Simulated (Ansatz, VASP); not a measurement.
## SrTiO3 in VASP and in Ansatz

```
CELL_PARAMETERS angstrom
3.89112 0.00000 0.00000
0.00000 3.89112 0.00000
0.00000 0.00000 3.89112
ATOMIC_POSITIONS crystal
Sr 0.00000 0.00000 0.00000
Ti 0.56168 0.50000 0.50000
O 0.00000 0.50000 0.50000
O 0.50000 0.00000 0.50000
O 0.50000 0.50000 0.00000
```

Alike in both runs: task single point; functional PBEsol; k mesh 8 × 8 × 8; occupations gaussian, width 0.05 eV; no spin polarisation.

```csv
,VASP,Ansatz
version,VASP 6.6.1,Ansatz 0.2.0
potentials or method,"VASP PAW PBE potentials, release 64 (Sr_sv, Ti_sv, O), cutoff 520 eV","scalar-relativistic, plane waves, PAW"
valence electrons in the cell,40,40
```

VASP gave:

* gap on the k mesh at the Fermi level (eV): 1.88
* least direct gap on the mesh (eV): 2.57
* pressure (GPa): 5.1
* traceless stress, the component that is largest in VASP (GPa): 7.60
* rms of the force components (eV/Å): 1.028

Task: What did Ansatz give for the same quantities?

Result: gap on the k mesh at the Fermi level (eV): 1.91; least direct gap on the mesh (eV): 2.60; pressure (GPa): 4.3; traceless stress, the component that is largest in VASP (GPa): 7.34; rms of the force components (eV/Å): 0.977.

VASP's potentials were made for PBE, not for PBEsol. Atom by atom the forces differ by 0.053 eV/Å (rms over components). With one functional, cell and mesh, what is left measures potentials, basis and numerics.
